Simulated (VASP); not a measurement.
# Sn3Te (P4/mmm) in VASP: notebook, part 2 of 2

VASP 6.6.1. The steps go on from the part before.

### 4 Single point, PBE

This run uses another cell than the first one, of 28.22 Å³/atom.

INCAR reads:

```
SYSTEM = Sn3Te
ALGO = Fast
EDIFF = 1E-6
ENCUT = 520
GGA = PE
ISIF = 2
ISMEAR = 0
LASPH = .True.
LCHARG = .False.
LREAL = .False.
LWAVE = .False.
NBANDS = 32
NELM = 80
PREC = Accurate
SIGMA = 0.1
```

KPOINTS reads:

```
k-points
0
Gamma
  12 12 6
  0 0 0
```

POSCAR reads:

```
Sn3Te
1.0
    3.8267030922      0.0000000000      0.0000000000
    0.0000000000      3.8267030922      0.0000000000
    0.0000000000      0.0000000000      7.7088971629
Sn Te
3 1
Direct
    0.5000000000      0.5000000000      0.7536275299
    0.0000000000      0.0000000000      0.5000000000
    0.5000000000      0.5000000000      0.2463724701
    0.0000000000      0.0000000000      0.0000000000
```

Potentials or basis: VASP PAW PBE potentials, release 64 (Sn_d, Te).

Launch:

```bash
$ cat potpaw_PBE.64/Sn_d/POTCAR potpaw_PBE.64/Te/POTCAR > POTCAR
$ mpirun -np 1 vasp_std > vasp.out
```

OUTCAR:

```text
SYSTEM = Sn3Te
   EDIFF = 1E-6
   ENCUT = 520
   GGA = PE
   ISIF = 2
   ISMEAR = 0
   LASPH = .True.
   LREAL = .False.
   NELM = 80
   PREC = Accurate

 ion  position               nearest neighbor table
   1  0.500  0.500  0.754-   4 3.31   4 3.31   4 3.31   4 3.31   2 3.34   2 3.34   2 3.34   2 3.34

   2  0.000  0.000  0.500-   1 3.34   3 3.34   1 3.34   3 3.34   1 3.34   3 3.34   1 3.34   3 3.34

   3  0.500  0.500  0.246-   4 3.31   4 3.31   4 3.31   4 3.31   2 3.34   2 3.34   2 3.34   2 3.34

   4  0.000  0.000  0.000-   1 3.31   3 3.31   1 3.31   3 3.31   1 3.31   3 3.31   1 3.31   3 3.31

  LATTYP: Found a simple tetragonal cell.
 ALAT       =     3.8267030922
 C/A-ratio  =     2.0145009888

  Lattice vectors:

 A1 = (   3.8267030922,   0.0000000000,   0.0000000000)
 A2 = (   0.0000000000,   3.8267030922,   0.0000000000)
 A3 = (   0.0000000000,   0.0000000000,   7.7088971629)

Analysis of symmetry for initial positions (statically):
=====================================================================
 Subroutine PRICEL returns:
 Original cell was already a primitive cell.

 Routine SETGRP: Setting up the symmetry group for a
 simple tetragonal supercell.

 Subroutine GETGRP returns: Found 16 space group operations
 (whereof 16 operations were pure point group operations)
 out of a pool of 16 trial point group operations.

The static configuration has the point symmetry D_4h.

Analysis of symmetry for dynamics (positions and initial velocities):
=====================================================================
 Subroutine PRICEL returns:
 Original cell was already a primitive cell.

 Routine SETGRP: Setting up the symmetry group for a
 simple tetragonal supercell.

 Subroutine GETGRP returns: Found 16 space group operations
 (whereof 16 operations were pure point group operations)
 out of a pool of 16 trial point group operations.

The dynamic configuration has the point symmetry D_4h.

 Subroutine INISYM returns: Found 16 space group operations
 (whereof 16 operations are pure point group operations),
 and found     1 'primitive' translations

----------------------------------------------------------------------------------------

                                     Primitive cell

  volume of cell :     112.8864

  direct lattice vectors                    reciprocal lattice vectors
     3.826703092  0.000000000  0.000000000     0.261321554  0.000000000  0.000000000
     0.000000000  3.826703092  0.000000000     0.000000000  0.261321554  0.000000000
     0.000000000  0.000000000  7.708897163     0.000000000  0.000000000  0.129720241

  length of vectors
     3.826703092  3.826703092  7.708897163     0.261321554  0.261321554  0.129720241

  position of ions in fractional coordinates (direct lattice)
     0.500000000  0.500000000  0.753627530
     0.000000000  0.000000000  0.500000000
     0.500000000  0.500000000  0.246372470
     0.000000000  0.000000000  0.000000000

  ion indices of the primitive-cell ions
   primitive index   ion index
[... 22 lines left out ...]

  Shift w.r.t. Gamma in fractional coordinates (k-lattice)
     0.000000000  0.000000000  0.000000000

 Subroutine IBZKPT returns following result:
 ===========================================

 Found    112 irreducible k-points:

 Following reciprocal coordinates:
            Coordinates               Weight
  0.000000  0.000000  0.000000      1.000000
  0.083333  0.000000  0.000000      4.000000
  0.166667  0.000000  0.000000      4.000000
  0.250000  0.000000  0.000000      4.000000
  0.333333  0.000000  0.000000      4.000000
  0.416667  0.000000  0.000000      4.000000
[... 16 lines left out ...]
  0.333333  0.333333  0.000000      4.000000
  0.416667  0.333333  0.000000      8.000000
 [... further k-points ...]
   k-points           NKPTS =    112   k-points in BZ     NKDIM =    112   number of bands    NBANDS=     32
   number of dos      NEDOS =    301   number of ions     NIONS =      4
   total plane-waves  NPLWV =  47040
   dimension x,y,z NGX =    28 NGY =   28 NGZ =   60
   dimension x,y,z NGXF=    56 NGYF=   56 NGZF=  120
   ions per type =               3   1
   NGX,Y,Z   is equivalent  to a cutoff of  12.16, 12.16, 12.94 a.u.
   NGXF,Y,Z  is equivalent  to a cutoff of  24.33, 24.33, 25.88 a.u.
 SYSTEM =  Sn3Te
   PREC   = accura    normal or accurate (medium, high low for compatibility)
   ISTART =      0    job   : 0-new  1-cont  2-samecut
   ICHARG =      2    charge: 1-file 2-atom 10-const
   ISPIN  =      1    spin polarized calculation?
   LNONCOLLINEAR =      F non collinear calculations
   LSORBIT =      F    spin-orbit coupling
   LASPH  =      T    aspherical Exc in radial PAW
   ENCUT  =  520.0 eV  38.22 Ry    6.18 a.u.   7.12  7.12 14.33*2*pi/ulx,y,z
   NELM   =     80;   NELMIN=  2; NELMDL= -5     # of ELM steps
   EDIFF  = 0.1E-05   stopping-criterion for ELM
   LREAL  =      F    real-space projection
   EDIFFG = 0.1E-04   stopping-criterion for IOM
   NSW    =      0    number of steps for IOM
   IBRION =     -1    ionic relax: 0-MD 1-quasi-New 2-CG
   NFREE  =      0    steps in history (QN), initial steepest desc. (CG)
   ISIF   =      2    stress and relaxation
   ISYM   =      2    0-nonsym 1-usesym 2-fastsym
   POTIM  = 0.5000    time-step for ionic-motion
   TEBEG  =    0.0;   TEEND  =   0.0 temperature during run
   PSTRESS=    0.0 pullay stress
   NELECT =      48.0000    total number of electrons
   NUPDOWN=      -1.0000    fix difference up-down
   EMIN   =  10.00;   EMAX   =-10.00  energy-range for DOS
   EFERMI =   0.00;   METHOD = LEGACY
   ISMEAR =     0;   SIGMA  =   0.10  broadening in eV -4-tet -1-fermi 0-gaus
   EFERMI_NEDOS =   21; number of points for ismear=-14 and -15
   IALGO  =     68    algorithm
   IMIX   =      4    mixing-type and parameters
     AMIX     =   0.40;   BMIX     =  1.00
     AMIX_MAG =   1.60;   BMIX_MAG =  1.00
  volume/ion in A,a.u.               =      28.22       190.45
  Fermi-wavevector in a.u.,A,eV,Ry     =   1.231047  2.326342 20.619314  1.515477
  Thomas-Fermi vector in A             =   2.365872
   LORBIT       =      0    0 simple, 1 ext, 2 COOP (PROOUT), +10 PAW based schemes
   GGA     = PE    functional components
   LHFCALC =     F    Hartree Fock is set to
   AEXX    =    0.0000 exact exchange contribution
   IVDW    =     0    specifies the selected vdW correction
   LEPSILON=     F    determine dielectric tensor
   LRPA    =     F    only Hartree local field effects (RPA)
 non-spin polarized calculation
 RMM-DIIS sequential band-by-band and
 Gauss-broadening in eV      SIGMA  =   0.10
  energy-cutoff  :      520.00
  volume of cell :      112.89
 maximum number of plane-waves:      3068
   NGX = 15   NGY = 15   NGZ = 29

 number of electron      47.9999981 magnetization

 Free energy of the ion-electron system (eV)
  ---------------------------------------------------
  ext. energy  EPLUGINS =         0.00000000
  ---------------------------------------------------
  free energy    TOTEN  =       -14.51814313 eV

  energy without entropy =      -14.50944856  energy(sigma->0) =      -14.51379584

 E-fermi :   7.7471     XC(G=0): -10.1627

 val. band max:        7.7396672576   @ k =   0.5000   0.0833   0.1667
 cond. band min:       7.7565484922   @ k =   0.5000   0.4167   0.5000
 fundamental gap:      0.0168812346
 Fermi energy:         7.7471368357

 k-point     1 :       0.0000    0.0000    0.0000
  band No.  band energies     occupation
      1     -13.8643      2.00000
      2     -13.8639      2.00000
      3     -13.8492      2.00000
      4     -13.8365      2.00000
      5     -13.8365      2.00000
      6     -13.8318      2.00000
[... 829 lines left out ...]
     31      12.2901      0.00000
     32      15.1950      0.00000

 [... further k-points ...]

------------------------ aborting loop because EDIFF is reached ----------------------------------------

  FORCE on cell =-STRESS in cart. coord.  units (eV):
  Direction    XX          YY          ZZ          XY          YZ          ZX
  --------------------------------------------------------------------------------------
  -------------------------------------------------------------------------------------
  Total       -0.0364661     -0.0364661     -0.0661949      0.0000000      0.0000000     -0.0000000
  in kB       -0.5175567     -0.5175567     -0.9394925      0.0000000      0.0000000     -0.0000000
  external PRESSURE =      -0.6582020 kB  Pullay stress =       0.0000000 kB

 VOLUME and BASIS-vectors are now :
 -----------------------------------------------------------------------------
  energy-cutoff  :      520.00
  volume of cell :      112.89
      direct lattice vectors                 reciprocal lattice vectors
     3.826703092  0.000000000  0.000000000     0.261321554  0.000000000  0.000000000
     0.000000000  3.826703092  0.000000000     0.000000000  0.261321554  0.000000000
     0.000000000  0.000000000  7.708897163     0.000000000  0.000000000  0.129720241

 POSITION                                       TOTAL-FORCE (eV/Angst)
 -----------------------------------------------------------------------------------
      1.91335      1.91335      5.80964        -0.000000      0.000000      0.001550
      0.00000      0.00000      3.85445        -0.000000     -0.000000      0.000000
      1.91335      1.91335      1.89926         0.000000     -0.000000     -0.001550
      0.00000      0.00000      0.00000        -0.000000     -0.000000      0.000000
 -----------------------------------------------------------------------------------
    total drift:                                0.000000      0.000000     -0.000000

  FREE ENERGIE OF THE ION-ELECTRON SYSTEM (eV)
  ---------------------------------------------------
  free  energy   TOTEN  =       -14.5181431270 eV

  energy  without entropy=      -14.5094485555  energy(sigma->0) =      -14.51379584
```

stdout:

```text
POSCAR found type information on POSCAR SnTe
 POSCAR found :  2 types and       4 ions
 scaLAPACK will be used
 LDA part: xc-table for (Slater+PW92), standard interpolation
 POSCAR, INCAR and KPOINTS ok, starting setup
 FFT: planning ... GRIDC
 FFT: planning ... GRID_SOFT
 FFT: planning ... GRID
 WAVECAR not read
 entering main loop
WARNING in EDDRMM: call to ZHEGV failed, returncode =   8  4     31
```

Run time: 9.6 min. Hardware: 1 thread of Intel Xeon 8259CL, shared host; peak memory 0.45 GiB.

What came out:

| Property | Result |
| --- | --- |
| Free energy | -14.5181 eV |
| Pressure | -0.1 GPa |
| Band gap on the k mesh | zero (bands 24 and 25 overlap by 2.71 eV) |

Levels at points of the mesh, in eV from the Fermi level:
```tsv
k point	band 21	band 22	band 23	band 24	band 25	band 26	band 27	band 28
(0.00, 0.00, 0.00)	-1.63	-1.55	1.19	1.21	1.30	1.30	2.25	2.25
(0.50, 0.00, 0.00)	-4.76	-0.23	0.74	0.86	0.98	2.17	2.28	3.05
(0.50, 0.50, 0.00)	-4.92	-2.65	-2.18	-2.18	-1.50	-1.50	-1.45	2.01
(0.00, 0.00, 0.50)	-1.46	-0.83	-0.81	0.34	0.34	3.69	3.85	4.14
(0.50, 0.00, 0.50)	-2.67	-2.52	-1.87	-0.21	2.65	2.90	2.92	3.14
(0.50, 0.50, 0.50)	-4.63	-3.48	-3.48	-1.67	0.31	0.39	0.67	1.08
```

Caveat: spin-orbit coupling is left out, which moves the levels of the heavy elements.

### 5 The runs side by side

| task | cell | k mesh | cutoff (eV) | gap on the mesh (eV) | pressure (GPa) | relaxed volume (Å³/atom) | largest force (eV/Å) |
| --- | --- | --- | --- | --- | --- | --- | --- |
| relaxation of cell and atoms | relaxed from a = 3.848, b = 3.848, c = 10.048 Å, 4 atoms, atomic positions A | 4 × 4 × 2 | 600 | none | 0.1 | 27.99 | 0.02 |
| relaxation of cell and atoms | relaxed from a = 3.339, b = 3.339, c = 10.309 Å, 4 atoms, atomic positions B | 6 × 6 × 2 | 600 | none | 0.0 | 28.47 | 0.01 |
| single point | a = 3.827, b = 3.827, c = 7.709 Å, 4 atoms, atomic positions C | 12 × 12 × 6 | 520 | none | -0.1 | - | - |

Alike in all rows: level PBE; potentials or basis VASP PAW PBE potentials, release 64 (Sn_d, Te); no spin polarisation; smearing gaussian 0.1 eV.

Caveats: some runs use coarse meshes; spin-orbit coupling is left out, which moves the levels of the heavy elements; the volume moved by over 15 % at a fixed basis, so the end points are rough (at least some runs); a cell axis changed by over 15 % at a fixed basis, so the end point is rough (at least some runs).

Total energies depend on the potentials used, so only differences within one code and one set of settings carry meaning.
